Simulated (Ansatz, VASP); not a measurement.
**One calculation of Ca2TaO3, two programs**

INCAR

```
SYSTEM = Ca2TaO3
PREC = Accurate ; ENCUT = 520
EDIFF = 1E-7 ; ISMEAR = 0
SIGMA = 0.1 ; LREAL = .FALSE.
LASPH = .TRUE. ; NELM = 150
ALGO = Normal ; ISIF = 2
LWAVE = .FALSE. ; LCHARG = .TRUE.
ISPIN = 2 ; MAGMOM = 0 0 1 0 0 0
LORBIT = 11 ; LMAXMIX = 4
GGA = PE ; LELF = .TRUE.
LVHAR = .TRUE. ; NBANDS = 38
```

File KPOINTS:

```
Automatic mesh
0
G
  6 6 6
  0 0 0
```

File POSCAR:

```
Ca2TaO3
1.0
    5.5747745100      0.0000000000      0.0000000000
   -2.7873872600      4.8278963500      0.0000000000
    0.0000000000      0.0000000000      3.2436142700
Ca Ta O
2 1 3
Direct
    0.3333333300      0.6666666700      0.0000000000
    0.6666666700      0.3333333300      0.0000000000
    0.0000000000      0.0000000000      0.0000000000
    0.5000000000      0.0000000000      0.5000000000
    0.5000000000      0.5000000000      0.5000000000
    0.0000000000      0.5000000000      0.5000000000
```

Input for Ansatz:

```yaml
crystal:
  lattice:
    - [5.57477451, 0.0, 0.0]
    - [-2.78738726, 4.82789635, 0.0]
    - [0.0, 0.0, 3.24361427]
  atoms:
    - { symbol: Ca, position: [0.33333333, 0.66666667, 0.0] }
    - { symbol: Ca, position: [0.66666667, 0.33333333, 0.0] }
    - { symbol: Ta, position: [0.0, 0.0, 0.0], spin: 1.0 }
    - { symbol: O, position: [0.5, 0.0, 0.5] }
    - { symbol: O, position: [0.5, 0.5, 0.5] }
    - { symbol: O, position: [0.0, 0.5, 0.5] }
basis:
  ecutwfc: 420
kpoints:
  mp_grid: { grid: [6, 6, 6] }
hamiltonian:
  xc: pbe
scf:
  occupations: { method: gaussian, width: 0.1 }
  lower_state_search: "off"
output:
  forces: true
  stress: true
  eigenvalues: true
  populations: true
magnetization:
  spin_polarized: true
```

Change from the starting cell: species swapped into the GdB2Rh3 type (P6/mmm, No. 191).

Alike in both runs: task single point; functional PBE; k mesh 6 × 6 × 6; occupations gaussian, width 0.1 eV; collinear spin.

```csv
,VASP,Ansatz
version,VASP 6.6.1,Ansatz 0.2.0
potentials or method,"VASP PAW PBE potentials, release 64 (Ca_sv, Ta_pv, O), cutoff 520 eV","scalar-relativistic, plane waves, PAW"
valence electrons in the cell,49,51
```

```csv
,VASP,Ansatz,Ansatz less VASP
gap on the k mesh at the Fermi level (eV),none,none,-
pressure (GPa),3.0,3.4,+0.34
"traceless stress, the component that is largest in VASP (GPa)",-20.22,-20.10,+0.120
net moment per atom (μB),0.00,0.33,+0.332
size of the moment on the site where the two differ most (μB),0.00,1.73,+1.726
```

The net moments are unlike, so the other rows may belong to different states. Site moments also hang on the region over which each program counts them. A gap of «none» marks a metal or a gap that the smearing closes. VASP's potentials hold 49 valence electrons a cell and Ansatz's 51, so a difference there can come from the potentials and not from the codes.

Neither program's run includes spin-orbit coupling.
